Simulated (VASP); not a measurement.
A run of VASP 6.6.1:

INCAR

```
SYSTEM = Li2O
ALGO = Normal
EDIFF = 1E-6
ENCUT = 750
GGA = PE
GGA_COMPAT = .FALSE.
ISIF = 2
ISMEAR = 0
LASPH = .TRUE.
LCHARG = .FALSE.
LREAL = .FALSE.
LWAVE = .FALSE.
NBANDS = 66
NELM = 120
PREC = Accurate
SIGMA = 0.02
```

KPOINTS

```
k-points
0
G
  3 3 3
  0 0 0
```

POSCAR

```
Li2O
1.0
    0.0000000000      4.6260507815      4.6260507815
    4.6260507815      0.0000000000      4.6260507815
    4.6260507815      4.6260507815      0.0000000000
Li O
16 8
Direct
    0.1250000000      0.1250000000      0.1250000000
    0.1250000000      0.1250000000      0.6250000000
    0.1250000000      0.6250000000      0.1250000000
    0.1250000000      0.6250000000      0.6250000000
    0.6250000000      0.1250000000      0.1250000000
    0.6250000000      0.1250000000      0.6250000000
    0.6250000000      0.6250000000      0.1250000000
    0.6250000000      0.6250000000      0.6250000000
    0.3750000000      0.3750000000      0.3750000000
    0.3750000000      0.3750000000      0.8750000000
    0.3750000000      0.8750000000      0.3750000000
    0.3750000000      0.8750000000      0.8750000000
    0.8750000000      0.3750000000      0.3750000000
    0.8750000000      0.3750000000      0.8750000000
    0.8750000000      0.8750000000      0.3750000000
    0.8750000000      0.8750000000      0.8750000000
    0.5000000000      0.0000000000      0.0000000000
    0.5000000000      0.0000000000      0.5000000000
    0.5000000000      0.5000000000      0.0000000000
    0.5000000000      0.5000000000      0.5000000000
    0.0000000000      0.0000000000      0.0000000000
    0.0000000000      0.0000000000      0.5000000000
    0.0000000000      0.5000000000      0.0000000000
    0.0000000000      0.5000000000      0.5000000000
```

Potentials or basis: VASP PAW PBE potentials, release 64 (Li_sv, O).

Command:

```console
$ cat potpaw_PBE.64/Li_sv/POTCAR potpaw_PBE.64/O/POTCAR > POTCAR
$ mpirun -np 1 vasp_std > vasp.out
```

Hardware: 1 thread of Intel Xeon 8259CL (shared host).

Problem. Estimate the wall time of this run.

Solution. Run time: 4.6 min on 1 thread of Intel Xeon 8259CL (shared host), peak memory 0.51 GiB. Counts: scf iterations 16, k points 4.
